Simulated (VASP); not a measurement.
Here is a VASP 6.6.1 calculation.

The input INCAR:

```
  ALGO = Normal
  EDIFF = 1E-7
  ENCUT = 520
  GGA = PE
  ISIF = 2
  ISMEAR = -1
  LASPH = T
  LCHARG = T
  LELF = T
  LREAL = F
  LVHAR = T
  LWAVE = F
  NBANDS = 16
  NELM = 100
  PREC = Accurate
  SIGMA = 0.05
```

File KPOINTS:

```
k-points
0
Gamma
  12 12 9
```

The input POSCAR:

```
ZrB2
1.0
    3.1649998255      0.0000000000      0.0000000000
   -1.5824999128      2.7409702519      0.0000000000
    0.0000000000      0.0000000000      3.4848000000
Zr B
1 2
Direct
    0.0000000000      0.0000000000      0.0000000000
    0.3333333333      0.6666666667      0.5000000000
    0.6666666667      0.3333333333      0.5000000000
```

Potentials or basis: VASP PAW PBE potentials, release 64 (Zr_sv, B).

Launch:

```sh
$ cat potpaw_PBE.64/Zr_sv/POTCAR potpaw_PBE.64/B/POTCAR > POTCAR
$ mpirun -np 1 vasp_std > vasp.out
```

**Question.** Estimate the band gap on the k mesh.

**Answer.** Zero (band 9 reaches 11.39 eV, above the bottom of band 10 at 10.22 eV).

**Question.** Estimate the pressure.

**Answer.** 5.0 GPa.

Stress tensor (GPa, compression positive):
```
3.34 0.00 0.00
0.00 3.34 0.00
0.00 0.00 8.27
```

Caveat: the cell differs from its parent crystal (zz strain of -1 %).
